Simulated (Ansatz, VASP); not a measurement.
**Mg3Cd2Se5: VASP beside Ansatz**

INCAR

```
SYSTEM = Mg3Cd2Se5
  PREC = Accurate
  ENCUT = 520
  EDIFF = 1E-6
  ISMEAR = 0
  SIGMA = 0.1
  LREAL = .False.
  LASPH = .True.
  NELM = 80
  ALGO = Normal
  ISIF = 2
  LWAVE = .False.
  LCHARG = .True.
  GGA = PE
  LELF = .True.
  LVHAR = .True.
  NBANDS = 41
```

The input KPOINTS:

```
Automatic mesh
0
Gamma
  6 6 6
  0 0 0
```

The input POSCAR:

```
Mg3Cd2Se5
1.0
   -1.9803309005      3.4300337355      0.0000000000
   -3.9606618010      0.0000000000      0.0000000000
   -1.9803309005      1.1433445785     16.2054923730
Mg Cd Se
3 2 5
Direct
    0.0000000000      0.0000000000      0.0000000000
    0.3981742548      0.3981742548      0.8054772357
    0.6018257452      0.6018257452      0.1945227643
    0.7986100863      0.7986100863      0.6041697411
    0.2013899137      0.2013899137      0.3958302589
    0.6990534068      0.6990534068      0.9028397796
    0.0968858768      0.0968858768      0.7093423696
    0.5000000000      0.5000000000      0.5000000000
    0.9031141232      0.9031141232      0.2906576304
    0.3009465932      0.3009465932      0.0971602204
```

Input for Ansatz:

```yaml
crystal:
  lattice:
    - [-1.9803309005, 3.4300337355, 0.0]
    - [-3.960661801, 0.0, 0.0]
    - [-1.9803309005, 1.1433445785, 16.205492373]
  atoms:
    - { symbol: Mg, position: [0.0, 0.0, 0.0] }
    - { symbol: Mg, position: [0.3981742548, 0.3981742548, 0.8054772357] }
    - { symbol: Mg, position: [0.6018257452, 0.6018257452, 0.1945227643] }
    - { symbol: Cd, position: [0.7986100863, 0.7986100863, 0.6041697411] }
    - { symbol: Cd, position: [0.2013899137, 0.2013899137, 0.3958302589] }
    - { symbol: Se, position: [0.6990534068, 0.6990534068, 0.9028397796] }
    - { symbol: Se, position: [0.0968858768, 0.0968858768, 0.7093423696] }
    - { symbol: Se, position: [0.5, 0.5, 0.5] }
    - { symbol: Se, position: [0.9031141232, 0.9031141232, 0.2906576304] }
    - { symbol: Se, position: [0.3009465932, 0.3009465932, 0.0971602204] }
basis:
  ecutwfc: 420
kpoints:
  mp_grid: { grid: [6, 6, 6] }
hamiltonian:
  xc: pbe
scf:
  occupations: { method: gaussian, width: 0.1 }
  lower_state_search: "off"
output:
  forces: true
  stress: true
  eigenvalues: true
```

Alike in both runs: task single point; functional PBE; k mesh 6 × 6 × 6; occupations gaussian, width 0.1 eV; no spin polarisation.

```csv
,VASP,Ansatz
version,VASP 6.6.1,Ansatz 0.2.0
potentials or method,"VASP PAW PBE potentials, release 64 (Mg, Cd, Se), cutoff 520 eV","scalar-relativistic, plane waves, PAW"
valence electrons in the cell,60,150
```

Ansatz gave:

| Item | Value |
| --- | --- |
| gap on the k mesh at the Fermi level (eV) | 0.45 |
| least direct gap on the mesh (eV) | 0.83 |
| pressure (GPa) | 0.0 |
| traceless stress, the component that is largest in VASP (GPa) | -0.07 |
| rms of the force components (eV/Å) | 0.002 |

**Question.** Which values does VASP return?

**Answer.** gap on the k mesh at the Fermi level (eV): 0.44; least direct gap on the mesh (eV): 0.82; pressure (GPa): 0.1; traceless stress, the component that is largest in VASP (GPa): -0.06; rms of the force components (eV/Å): 0.011.

Atom by atom the forces differ by 0.010 eV/Å (rms over components). The functional is the same, so the differences come from potentials, cutoffs and numerics. VASP's potentials hold 60 valence electrons a cell and Ansatz's 150, so a difference there can come from the potentials and not from the codes.
